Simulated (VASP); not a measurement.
Wanted: the native input for a VASP 6.6.1 run.

```
Task                   : relaxation of cell and atoms
Functional             : PBE
Potentials or basis    : VASP PAW PBE potentials, release 64 (Be, Al)
Cutoff                 : 600 eV
k mesh                 : 10 × 10 × 8
Occupations            : gaussian, width 0.1 eV
Spin                   : no spin polarisation
Dipole correction      : no
Further INCAR settings : ALGO = Fast; EDIFF = 1e-07; IBRION = 2; EDIFFG = -0.01; NSW = 100; ISIF = 3
```

The structure of Be2Al lies in POSCAR:

```
Be2Al
1.0
    4.2417035870      0.0000000000      0.0000000000
    0.0000000000      4.2417035870      0.0000000000
    0.0000000000      0.0000000000      4.8464793514
Be Al
4 2
Direct
    0.0000000000      0.2451453128      0.0000000000
    0.0000000000      0.7548546872      0.0000000000
    0.7548546872      0.0000000000      0.5000000000
    0.2451453128      0.0000000000      0.5000000000
    0.5000000000      0.5000000000      0.0000000000
    0.5000000000      0.5000000000      0.5000000000
```

The cell was generated, and may not be a known phase.

These files were run (other wordings do the same):

INCAR

```
ALGO = Fast
EDIFF = 1E-7
EDIFFG = -0.01
ENCUT = 600
GGA = PE
IBRION = 2
ISIF = 3
ISMEAR = 0
LASPH = True
LCHARG = False
LREAL = False
LWAVE = False
NELM = 80
NSW = 100
PREC = Accurate
SIGMA = 0.1
```

KPOINTS

```
k-points
0
Gamma
  10 10 8
```

Potentials or basis: VASP PAW PBE potentials, release 64 (Be, Al).

Launch:

```console
$ cat potpaw_PBE.64/Be/POTCAR potpaw_PBE.64/Al/POTCAR > POTCAR
$ mpirun -np 1 vasp_std > vasp.out
```

It gave:

The relaxed volume is 14.46 Å³/atom, the relaxed cell is a = 4.226 Å, b = 4.226 Å, c = 4.857 Å, α = 90.00°, β = 90.00°, γ = 90.00° and the space group after relaxing (to 0.1 Å) is P4_2/mmc (No. 131). The energy gained by relaxing is 0.5 meV/atom, the ionic steps are 3 and the pressure after relaxing is 0.1 GPa. The band gap on the k mesh is zero (bands 7 and 8 overlap by 3.87 eV).

Wall time 2.4 min on 1 thread of Intel(R) Xeon(R) 6975P-C (Granite Rapids), with other jobs on the host, peak memory 0.29 GiB.
